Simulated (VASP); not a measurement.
## Ge: single point with RPBE

The system is Ge.

```xyz
2
Lattice="-2.5012 2.5042 1.3835 2.5042 -2.5012 1.3835 2.5148 2.5148 -1.3780" Properties=species:S:1:pos:R:3 pbc="T T T"
Ge   -2.5000    2.5030    1.3835
Ge    0.0063    2.5115    0.6945
```

This cell differs from its parent crystal: volume scaled by 0.88.

```
Program                : VASP 6.6.1
Task                   : single point
Functional             : RPBE
Potentials or basis    : VASP PAW PBE potentials, release 64 (Ge_d)
Cutoff                 : 520 eV
k mesh                 : 14 × 14 × 10
Occupations            : fermi-dirac, width 0.1 eV
Spin                   : no spin polarisation
Dipole correction      : no
Further INCAR settings : ALGO = Normal; EDIFF = 1e-07; NBANDS = 21
```

```json
{"Pressure": "10.8 GPa", "Largest force": "0.020 eV/Å", "Band gap on the k mesh": "zero (band 14 reaches 9.72 eV, above the bottom of band 15 at 4.02 eV)"}
```

Forces on the atoms (eV/Å):
```
Ge  -0.014  0.014  0.000
Ge   0.014 -0.014  0.000
```

Stress tensor (GPa, compression positive):
```
10.81 -0.45  0.00
-0.45 10.81  0.00
 0.00  0.00 10.83
```

Levels at points of the mesh, in eV from the Fermi level:
| k point | band 11 | band 12 | band 13 | band 14 | band 15 | band 16 | band 17 | band 18 |
| --- | --- | --- | --- | --- | --- | --- | --- | --- |
| (0.00, 0.00, 0.00) | -13.84 | -3.58 | -2.50 | -2.40 | 3.18 | 8.21 | 8.24 | 8.40 |
| (0.50, 0.00, 0.00) | -8.31 | -6.71 | -2.48 | -2.10 | -1.55 | 2.35 | 3.88 | 5.91 |
| (0.50, 0.50, 0.00) | -10.91 | -10.88 | 0.63 | 0.67 | 2.21 | 2.22 | 7.61 | 7.69 |
| (0.00, 0.00, 0.50) | -10.92 | -10.92 | 0.72 | 0.72 | 2.32 | 2.32 | 7.68 | 7.68 |
| (0.50, 0.00, 0.50) | -8.27 | -6.71 | -2.50 | -2.11 | -1.57 | 2.34 | 3.81 | 5.91 |
| (0.50, 0.50, 0.50) | -8.96 | -8.96 | -6.32 | -6.32 | 6.09 | 6.09 | 12.08 | 12.08 |

It took 5.5 min on 1 thread of Oxide Virtual Turin-like Processor, with other jobs on the host, peak memory 0.36 GiB.

Caveat: the PAW data sets were made with another functional, which shifts forces and pressure a little.
